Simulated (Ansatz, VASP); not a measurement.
## HfO2: VASP beside Ansatz

```
Hf O
1.0
     0.00000    2.42963    2.68538
     2.42963    0.00000    2.68538
     2.42963    2.42963    0.00000
Hf O
1 2
Cartesian
  0.0000 0.0000 0.0000
  1.2148 1.2148 1.3427
  3.6444 3.6444 4.0281
```

Change from the starting cell: strain -0.050 along x and y, +0.050 along z, atoms carried along.

Alike in both runs: task single point; functional PBE; k mesh 8 × 8 × 8; occupations gaussian, width 0.05 eV; no spin polarisation.

|  | VASP | Ansatz |
| --- | --- | --- |
| version | VASP 6.6.1 | Ansatz 0.2.0 |
| potentials or method | VASP PAW PBE potentials, release 64 (Hf_pv, O), cutoff 520 eV | scalar-relativistic, plane waves, PAW |
| valence electrons in the cell | 22 | 38 |

VASP gave:

* gap on the k mesh at the Fermi level (eV): 2.50
* least direct gap on the mesh (eV): 3.00
* pressure (GPa): 8.1
* traceless stress, the component that is largest in VASP (GPa): -33.08

Problem. Estimate Ansatz's values.

Solution. gap on the k mesh at the Fermi level (eV): 2.49; least direct gap on the mesh (eV): 2.99; pressure (GPa): 12.0; traceless stress, the component that is largest in VASP (GPa): -32.45.

The functional is the same, so the differences come from potentials, cutoffs and numerics. VASP's potentials hold 22 valence electrons a cell and Ansatz's 38, so a difference there can come from the potentials and not from the codes.

Spin-orbit coupling is off throughout.
